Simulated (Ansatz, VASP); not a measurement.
HgTe: VASP beside Ansatz

Contents of INCAR:

```
PREC = Accurate
ENCUT = 520
EDIFF = 1E-6
ISMEAR = -1
SIGMA = 0.05
LREAL = F
LASPH = T
NELM = 100
ALGO = Normal
ISIF = 2
LWAVE = F
LCHARG = T
LELF = T
LVHAR = T
NBANDS = 16
```

File KPOINTS:

```
regular mesh
0
Gamma
  12 12 12
```

File POSCAR:

```
HgTe
1.0
    0.0000000000      2.9723815988      2.9723815988
    2.9723815988      0.0000000000      2.9723815988
    2.9723815988      2.9723815988      0.0000000000
Hg Te
1 1
Direct
    0.0000000000      0.0000000000      0.0000000000
    0.5000000000      0.5000000000      0.5000000000
```

Input for Ansatz:

```yaml
crystal:
  lattice:
    - [0.0, 2.9723815988, 2.9723815988]
    - [2.9723815988, 0.0, 2.9723815988]
    - [2.9723815988, 2.9723815988, 0.0]
  atoms:
    - { symbol: Hg, position: [0.0, 0.0, 0.0] }
    - { symbol: Te, position: [0.5, 0.5, 0.5] }
kpoints:
  mp_grid: { grid: [12, 12, 12] }
scf:
  occupations: { method: fermi_dirac, width: 0.05 }
hamiltonian:
  xc: lda
  pseudopotentials: { kind: paw, core: large }
output:
  forces: true
  stress: true
  eigenvalues: true
  write_density: true
  write_potential: true
  elf: true
  volumetric_format: npy
```

Change from the starting cell: volume scaled by 1, PAW files, core large.

Alike in both runs: task single point; functional LDA; k mesh 12 × 12 × 12; occupations fermi-dirac, width 0.05 eV; no spin polarisation.

|  | VASP | Ansatz |
| --- | --- | --- |
| version | VASP 6.6.1 | Ansatz 0.2.0 |
| potentials or method | VASP PAW LDA potentials, release 64 (Hg, Te) | PAW with other files of Ansatz's library (core large), scalar-relativistic |
| plane-wave cutoff (eV) | 520 | 420 |
| valence electrons in the cell | 18 | 18 |

```csv
,VASP,Ansatz,Ansatz less VASP
pressure (GPa),0.4,-0.1,-0.50
```

LDA's correlation is that of Perdew and Zunger in VASP and of Perdew and Wang (1992) in Ansatz. Ansatz's warnings: datasets by core.

Neither program's run includes spin-orbit coupling.
